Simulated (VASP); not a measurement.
A run of VASP 6.6.1:

INCAR

```
PREC = Accurate
ENCUT = 520
EDIFF = 1E-6
ISMEAR = 0
SIGMA = 0.15
LREAL = F
LASPH = T
NELM = 100
ALGO = Fast
ISIF = 2
LWAVE = F
LCHARG = F
GGA = PS
NBANDS = 13
```

KPOINTS

```
Automatic mesh
0
Gamma
  16 16 16
```

The input POSCAR:

```
BePd
1.0
    2.8130000000      0.0000000000      0.0000000000
    0.0000000000      2.8130000000      0.0000000000
    0.0000000000      0.0000000000      2.7708050000
Be Pd
1 1
Direct
    0.0000000000      0.0000000000      0.0000000000
    0.5000000000      0.5000000000      0.5000000000
```

Potentials or basis: VASP PAW PBE potentials, release 64 (Be, Pd).

Command:

```sh
$ cat potpaw_PBE.64/Be/POTCAR potpaw_PBE.64/Pd/POTCAR > POTCAR
$ mpirun -np 1 vasp_std > vasp.out
```

Hardware: 1 thread of Intel Xeon 8259CL, with other jobs on the host.

Estimate the wall time of this run.

It took 54 s on 1 thread of Intel Xeon 8259CL, on a shared host, peak memory 0.24 GiB. Counts: scf iterations 12, k points 405.
